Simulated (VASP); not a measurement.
# FeGe (P2_13) in VASP: relaxation of cell and atoms with PBE

Aim: the relaxation of cell and atoms of FeGe with PBE.

Program: VASP 6.6.1. These are calculated values, not measurements. Logs are shortened: lines on timing, memory, paths and dates and some standing lists are left out, and cuts for length are marked.

## 1. The cell of the first run

It takes space group P2_13 (No. 198, cubic). Conventional cell: a = 4.689 Å, b = 4.689 Å, c = 4.689 Å, α = 90.00°, β = 90.00°, γ = 90.00°. Fe (site symmetry 3) has 7 Ge at 2.38 to 2.64 Å and 6 Fe at 2.87 Å within 3.1 Å. Ge (site symmetry 3) has 7 Fe at 2.38 to 2.64 Å and 6 Ge at 2.90 Å within 3.1 Å.

## 2. Relaxation of cell and atoms, PBE

INCAR

```
SYSTEM = FeGe
PREC = Accurate
ENCUT = 600
EDIFF = 1E-7
ISMEAR = 0
SIGMA = 0.05
LREAL = .FALSE.
LASPH = .TRUE.
NELM = 100
ALGO = Normal
ISIF = 3
LWAVE = .FALSE.
LCHARG = .FALSE.
GGA = PE
IBRION = 2
NSW = 80
EDIFFG = -0.01
```

KPOINTS

```
Automatic mesh
0
G
  8 8 8
  0 0 0
```

POSCAR

```
FeGe
1.0
    4.6890000000      0.0000000000      0.0000000000
    0.0000000000      4.6890000000      0.0000000000
    0.0000000000      0.0000000000      4.6890000000
Fe Ge
4 4
Direct
    0.1350000000      0.1350000000      0.1350000000
    0.3650000000      0.8650000000      0.6350000000
    0.6350000000      0.3650000000      0.8650000000
    0.8650000000      0.6350000000      0.3650000000
    0.8420000000      0.8420000000      0.8420000000
    0.6580000000      0.1580000000      0.3420000000
    0.3420000000      0.6580000000      0.1580000000
    0.1580000000      0.3420000000      0.6580000000
```

Potentials or basis: VASP PAW PBE potentials, release 64 (Fe, Ge_d).

Launch:

```console
$ cat potpaw_PBE.64/Fe/POTCAR potpaw_PBE.64/Ge_d/POTCAR > POTCAR
$ mpirun -np 1 vasp_std > vasp.out
```

OUTCAR:

```text
SYSTEM = FeGe
   PREC = Accurate
   ENCUT = 600
   EDIFF = 1E-7
   ISMEAR = 0
   LREAL = .FALSE.
   LASPH = .TRUE.
   NELM = 100
   ISIF = 3
   GGA = PE
   IBRION = 2
   NSW = 80
   EDIFFG = -0.01

 ion  position               nearest neighbor table
   1  0.135  0.135  0.135-   5 2.38   8 2.44   7 2.44   6 2.44   7 2.64   8 2.64   6 2.64   2 2.87
                             4 2.87   2 2.87   4 2.87   3 2.87   3 2.87
   2  0.365  0.865  0.635-   6 2.38   7 2.44   5 2.44   8 2.44   7 2.64   8 2.64   5 2.64   1 2.87
                             3 2.87   1 2.87   3 2.87   4 2.87   4 2.87
   3  0.635  0.365  0.865-   7 2.38   6 2.44   5 2.44   8 2.44   8 2.64   6 2.64   5 2.64   4 2.87
                             2 2.87   2 2.87   4 2.87   1 2.87   1 2.87
   4  0.865  0.635  0.365-   8 2.38   5 2.44   7 2.44   6 2.44   6 2.64   5 2.64   7 2.64   3 2.87
                             1 2.87   1 2.87   3 2.87   2 2.87   2 2.87
   5  0.842  0.842  0.842-   1 2.38   4 2.44   3 2.44   2 2.44   3 2.64   4 2.64   2 2.64   6 2.90
                             7 2.90   8 2.90   6 2.90   8 2.90   7 2.90
   6  0.658  0.158  0.342-   2 2.38   3 2.44   1 2.44   4 2.44   3 2.64   4 2.64   1 2.64   8 2.90
                             5 2.90   5 2.90   7 2.90   7 2.90   8 2.90
   7  0.342  0.658  0.158-   3 2.38   2 2.44   1 2.44   4 2.44   4 2.64   2 2.64   1 2.64   8 2.90
                             5 2.90   8 2.90   6 2.90   6 2.90   5 2.90
   8  0.158  0.342  0.658-   4 2.38   1 2.44   3 2.44   2 2.44   2 2.64   1 2.64   3 2.64   7 2.90
                             5 2.90   7 2.90   5 2.90   6 2.90   6 2.90

  LATTYP: Found a simple cubic cell.
 ALAT       =     4.6890000000

  Lattice vectors:

 A1 = (   4.6890000000,   0.0000000000,   0.0000000000)
 A2 = (   0.0000000000,   4.6890000000,   0.0000000000)
 A3 = (   0.0000000000,   0.0000000000,   4.6890000000)

Analysis of symmetry for initial positions (statically):
=====================================================================
 Subroutine PRICEL returns:
 Original cell was already a primitive cell.

 Routine SETGRP: Setting up the symmetry group for a
 simple cubic supercell.

 Subroutine GETGRP returns: Found 12 space group operations
 (whereof  3 operations were pure point group operations)
 out of a pool of 48 trial point group operations.

The static configuration has the point symmetry C_3 .
 The point group associated with its full space group is T   .

Analysis of symmetry for dynamics (positions and initial velocities):
=====================================================================
 Subroutine PRICEL returns:
 Original cell was already a primitive cell.

 Routine SETGRP: Setting up the symmetry group for a
 simple cubic supercell.

 Subroutine GETGRP returns: Found 12 space group operations
 (whereof  3 operations were pure point group operations)
 out of a pool of 48 trial point group operations.

The dynamic configuration has the point symmetry C_3 .
 The point group associated with its full space group is T   .

 Subroutine INISYM returns: Found 12 space group operations
 (whereof  3 operations are pure point group operations),
 and found     1 'primitive' translations

----------------------------------------------------------------------------------------

                                     Primitive cell

  volume of cell :     103.0957

  direct lattice vectors                    reciprocal lattice vectors
     4.689000000  0.000000000  0.000000000     0.213265089  0.000000000  0.000000000
     0.000000000  4.689000000  0.000000000     0.000000000  0.213265089  0.000000000
     0.000000000  0.000000000  4.689000000     0.000000000  0.000000000  0.213265089

  length of vectors
     4.689000000  4.689000000  4.689000000     0.213265089  0.213265089  0.213265089

  position of ions in fractional coordinates (direct lattice)
     0.135000000  0.135000000  0.135000000
     0.365000000  0.865000000  0.635000000
     0.635000000  0.365000000  0.865000000
     0.865000000  0.635000000  0.365000000
     0.842000000  0.842000000  0.842000000
     0.658000000  0.158000000  0.342000000
     0.342000000  0.658000000  0.158000000
     0.158000000  0.342000000  0.658000000

  ion indices of the primitive-cell ions
   primitive index   ion index
                 1           1
                 2           2
                 3           3
                 4           4
                 5           5
                 6           6
                 7           7
                 8           8

----------------------------------------------------------------------------------------

 KPOINTS: Automatic mesh

Automatic generation of k-mesh.
 Grid dimensions read from file:
 generate k-points for:    8    8    8

 Generating k-lattice:

  Cartesian coordinates                     Fractional coordinates (reciprocal lattice)
     0.026658136  0.000000000  0.000000000     0.125000000  0.000000000  0.000000000
     0.000000000  0.026658136  0.000000000     0.000000000  0.125000000  0.000000000
     0.000000000  0.000000000  0.026658136     0.000000000  0.000000000  0.125000000

  Length of vectors
     0.026658136  0.026658136  0.026658136

  Shift w.r.t. Gamma in fractional coordinates (k-lattice)
     0.000000000  0.000000000  0.000000000

 Subroutine IBZKPT returns following result:
 ===========================================

 Found     45 irreducible k-points:

 Following reciprocal coordinates:
            Coordinates               Weight
  0.000000  0.000000  0.000000      1.000000
  0.125000  0.000000  0.000000      6.000000
  0.250000  0.000000  0.000000      6.000000
  0.375000  0.000000  0.000000      6.000000
  0.500000  0.000000  0.000000      3.000000
  0.125000  0.125000  0.000000     12.000000
[... 16 lines left out ...]
  0.250000  0.125000  0.125000     24.000000
  0.375000  0.125000  0.125000     24.000000
 [... further k-points ...]
   k-points           NKPTS =     45   k-points in BZ     NKDIM =     45   number of bands    NBANDS=     52
   number of dos      NEDOS =    301   number of ions     NIONS =      8
   total plane-waves  NPLWV =  64000
   dimension x,y,z NGX =    40 NGY =   40 NGZ =   40
   dimension x,y,z NGXF=    80 NGYF=   80 NGZF=   80
   ions per type =               4   4
   NGX,Y,Z   is equivalent  to a cutoff of  14.18, 14.18, 14.18 a.u.
   NGXF,Y,Z  is equivalent  to a cutoff of  28.36, 28.36, 28.36 a.u.
 SYSTEM =  FeGe
   PREC   = accura    normal or accurate (medium, high low for compatibility)
   ISTART =      0    job   : 0-new  1-cont  2-samecut
   ICHARG =      2    charge: 1-file 2-atom 10-const
   ISPIN  =      1    spin polarized calculation?
   LNONCOLLINEAR =      F non collinear calculations
   LSORBIT =      F    spin-orbit coupling
   LASPH  =      T    aspherical Exc in radial PAW
   ENCUT  =  600.0 eV  44.10 Ry    6.64 a.u.   9.37  9.37  9.37*2*pi/ulx,y,z
   NELM   =    100;   NELMIN=  2; NELMDL= -5     # of ELM steps
   EDIFF  = 0.1E-06   stopping-criterion for ELM
   LREAL  =      F    real-space projection
   EDIFFG = -.1E-01   stopping-criterion for IOM
   NSW    =     80    number of steps for IOM
   IBRION =      2    ionic relax: 0-MD 1-quasi-New 2-CG
   NFREE  =      1    steps in history (QN), initial steepest desc. (CG)
   ISIF   =      3    stress and relaxation
   ISYM   =      2    0-nonsym 1-usesym 2-fastsym
   POTIM  = 0.5000    time-step for ionic-motion
   TEBEG  =    0.0;   TEEND  =   0.0 temperature during run
   PSTRESS=    0.0 pullay stress
   NELECT =      88.0000    total number of electrons
   NUPDOWN=      -1.0000    fix difference up-down
   EMIN   =  10.00;   EMAX   =-10.00  energy-range for DOS
   EFERMI =   0.00;   METHOD = LEGACY
   ISMEAR =     0;   SIGMA  =   0.05  broadening in eV -4-tet -1-fermi 0-gaus
   EFERMI_NEDOS =   21; number of points for ismear=-14 and -15
   IALGO  =     38    algorithm
   IMIX   =      4    mixing-type and parameters
     AMIX     =   0.40;   BMIX     =  1.00
     AMIX_MAG =   1.60;   BMIX_MAG =  1.00
  volume/ion in A,a.u.               =      12.89        86.97
  Fermi-wavevector in a.u.,A,eV,Ry     =   1.552943  2.934637 32.812241  2.411632
  Thomas-Fermi vector in A             =   2.657245
   LORBIT       =      0    0 simple, 1 ext, 2 COOP (PROOUT), +10 PAW based schemes
   GGA     = PE    functional components
   LHFCALC =     F    Hartree Fock is set to
   AEXX    =    0.0000 exact exchange contribution
   IVDW    =     0    specifies the selected vdW correction
   LEPSILON=     F    determine dielectric tensor
   LRPA    =     F    only Hartree local field effects (RPA)
 conjugate gradient relaxation of ions
 non-spin polarized calculation
 Gauss-broadening in eV      SIGMA  =   0.05
  energy-cutoff  :      600.00
  volume of cell :      103.10
 maximum number of plane-waves:      3478
 NGX is ok and might be reduce to    40
   NGX = 19   NGY = 19   NGZ = 19

--------------------------------------- Ionic step        1  -------------------------------------------

 number of electron      88.0000027 magnetization

 Free energy of the ion-electron system (eV)
  ---------------------------------------------------
  ext. energy  EPLUGINS =         0.00000000
  ---------------------------------------------------
  free energy    TOTEN  =       -51.54789316 eV

  energy without entropy =      -51.54254862  energy(sigma->0) =      -51.54522089

------------------------ aborting loop because EDIFF is reached ----------------------------------------

  FORCE on cell =-STRESS in cart. coord.  units (eV):
  Direction    XX          YY          ZZ          XY          YZ          ZX
  --------------------------------------------------------------------------------------
  -------------------------------------------------------------------------------------
  Total       -3.6327859     -3.6327859     -3.6327859      0.0000000      0.0000000      0.0000000
  in kB      -56.4559452    -56.4559452    -56.4559452      0.0000000      0.0000000      0.0000000
  external PRESSURE =     -56.4559452 kB  Pullay stress =       0.0000000 kB
[... 321 lines left out ...]
  energy  without entropy=      -51.6310931270  energy(sigma->0) =      -51.63244099

--------------------------------------- Ionic step        9  -------------------------------------------

 number of electron      88.0000032 magnetization

 Free energy of the ion-electron system (eV)
  ---------------------------------------------------
  ext. energy  EPLUGINS =         0.00000000
  ---------------------------------------------------
  free energy    TOTEN  =       -51.63401375 eV

  energy without entropy =      -51.63135418  energy(sigma->0) =      -51.63268397

 E-fermi :   8.2180     XC(G=0): -13.0414

 val. band max:        8.1600244050   @ k =   0.2500   0.1250   0.0000
 cond. band min:       8.2721072094   @ k =   0.2500   0.2500   0.0000
 fundamental gap:      0.1120828044
 Fermi energy:         8.2179876445

 k-point     1 :       0.0000    0.0000    0.0000
  band No.  band energies     occupation
      1     -16.3627      2.00000
      2     -16.3627      2.00000
      3     -16.3627      2.00000
      4     -16.3247      2.00000
      5     -16.3247      2.00000
      6     -16.3247      2.00000
[... 1309 lines left out ...]
     51      11.0994      0.00000
     52      11.5637      0.00000

 [... further k-points ...]

------------------------ aborting loop because EDIFF is reached ----------------------------------------

  FORCE on cell =-STRESS in cart. coord.  units (eV):
  Direction    XX          YY          ZZ          XY          YZ          ZX
  --------------------------------------------------------------------------------------
  -------------------------------------------------------------------------------------
  Total       -0.0228121     -0.0228121     -0.0228121     -0.0000000      0.0000000     -0.0000000
  in kB       -0.3650002     -0.3650002     -0.3650002     -0.0000000      0.0000000     -0.0000000
  external PRESSURE =      -0.3650002 kB  Pullay stress =       0.0000000 kB
[... 23 lines left out ...]
  FREE ENERGIE OF THE ION-ELECTRON SYSTEM (eV)
  ---------------------------------------------------
  free  energy   TOTEN  =       -51.6340137542 eV

  energy  without entropy=      -51.6313541759  energy(sigma->0) =      -51.63268397

 reached required accuracy - stopping structural energy minimisation
```

Run time: 40 min. Hardware: 1 thread of Intel Xeon 6975P-C (Granite Rapids), shared host; peak memory 0.4 GiB.

What came out:

| Item | Value |
| --- | --- |
| Free energy | -51.6340 eV |
| Relaxed volume | 12.52 Å³/atom |
| Relaxed cell | a = 4.644 Å, b = 4.644 Å, c = 4.644 Å, α = 90.00°, β = 90.00°, γ = 90.00° |
| Space group after relaxing (to 0.1 Å) | P2_13 (No. 198) |
| Energy gained by relaxing | 10.8 meV/atom |
| Ionic steps | 9 |
| Pressure after relaxing | 0.0 GPa |
| Largest force after relaxing | 0.004 eV/Å |
| Band gap on the k mesh | 0.11 eV (least direct gap 0.14 eV) |

Forces in eV/Å, atoms in the order of the input:
```
Fe   0.001  0.001  0.001
Fe  -0.001 -0.001  0.001
Fe   0.001 -0.001 -0.001
Fe  -0.001  0.001 -0.001
Ge  -0.002 -0.002 -0.002
Ge   0.002  0.002 -0.002
Ge  -0.002  0.002  0.002
Ge   0.002 -0.002  0.002
```

The path:
| step | energy change (eV) | largest force (eV/Å) | pressure (GPa) | volume (Å³) |
| --- | --- | --- | --- | --- |
| 1 | 0.0000 | 0.4063 | -5.65 | 103.10 |
| 2 | -0.0055 | 0.1288 | 7.29 | 96.47 |
| 3 | -0.0736 | 0.2653 | 0.51 | 99.62 |
| 4 | -0.0835 | 0.1019 | 0.25 | 99.83 |
| 5 | -0.0853 | 0.0548 | 0.11 | 99.97 |
| 6 | -0.0853 | 0.0544 | 0.14 | 99.97 |
| 7 | -0.0858 | 0.0364 | -0.11 | 100.14 |
| 8 | -0.0859 | 0.0257 | -0.27 | 100.24 |
| 9 | -0.0861 | 0.0041 | -0.04 | 100.13 |

Final structure:
```yaml
crystal:
  lattice:
    - [4.64366, 0.00000, 0.00000]
    - [0.00000, 4.64366, 0.00000]
    - [0.00000, 0.00000, 4.64366]
  atoms:
    - { symbol: Fe, position: [0.13324, 0.13324, 0.13324] }
    - { symbol: Fe, position: [0.36676, 0.86676, 0.63324] }
    - { symbol: Fe, position: [0.63324, 0.36676, 0.86676] }
    - { symbol: Fe, position: [0.86676, 0.63324, 0.36676] }
    - { symbol: Ge, position: [0.83816, 0.83816, 0.83816] }
    - { symbol: Ge, position: [0.66184, 0.16184, 0.33816] }
    - { symbol: Ge, position: [0.33816, 0.66184, 0.16184] }
    - { symbol: Ge, position: [0.16184, 0.33816, 0.66184] }
```

Levels at points of the mesh, in eV from the valence-band top:
```tsv
k point	band 41	band 42	band 43	band 44	band 45	band 46	band 47	band 48
(0.00, 0.00, 0.00)	-0.22	-0.22	-0.04	-0.04	0.46	0.46	0.46	2.27
(0.50, 0.00, 0.00)	-0.31	-0.31	-0.01	-0.01	0.14	0.14	1.49	1.49
(0.50, 0.50, 0.00)	-0.87	-0.87	-0.29	-0.29	0.54	0.54	0.95	0.95
(0.50, 0.50, 0.50)	-0.50	-0.50	-0.50	-0.50	0.37	0.37	0.37	0.37
```

A k mesh can miss the band edges. Spin polarisation is off, so any magnetic state and its effect on volume and gap are missing.
